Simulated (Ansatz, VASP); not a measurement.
# Two plane-wave programs on PtS2

```xyz
3
Lattice="3.5432 0.0000 0.0000 -1.7716 3.0685 0.0000 0.0000 0.0000 5.0388" Properties=species:S:1:pos:R:3 pbc="T T T"
Pt    0.0000    0.0000    0.0000
S     1.7716    1.0228    3.8950
S     0.0000    2.0457    1.1438
```

Alike in both runs: functional HSE06; k mesh 6 × 6 × 4; no spin polarisation.

```csv
,VASP,Ansatz
version,VASP 6.6.1,Ansatz 0.2.0
potentials or method,"VASP PAW PBE potentials, release 64 (Pt, S)",Ansatz PAW
plane-wave cutoff (eV),520,420
occupations,"gaussian, width 0.01 eV",fixed
valence electrons in the cell,22,30
task,single point,band structure
```

|  | VASP | Ansatz | Ansatz less VASP |
| --- | --- | --- | --- |
| gap on the k mesh at the Fermi level (eV) | 1.64 | 1.67 | +0.021 |
| least direct gap on the mesh (eV) | 2.24 | 2.24 | -0.005 |
| pressure (GPa) | 6.5 | 7.0 | +0.49 |
| traceless stress, the component that is largest in VASP (GPa) | 1.31 | 1.17 | -0.139 |
| rms of the force components (eV/Å) | 0.400 | 0.418 | +0.0180 |

Atom by atom the forces differ by 0.018 eV/Å (rms over components). VASP's potentials hold 22 valence electrons a cell and Ansatz's 30, so a difference there can come from the potentials and not from the codes.

Neither program's run includes spin-orbit coupling.
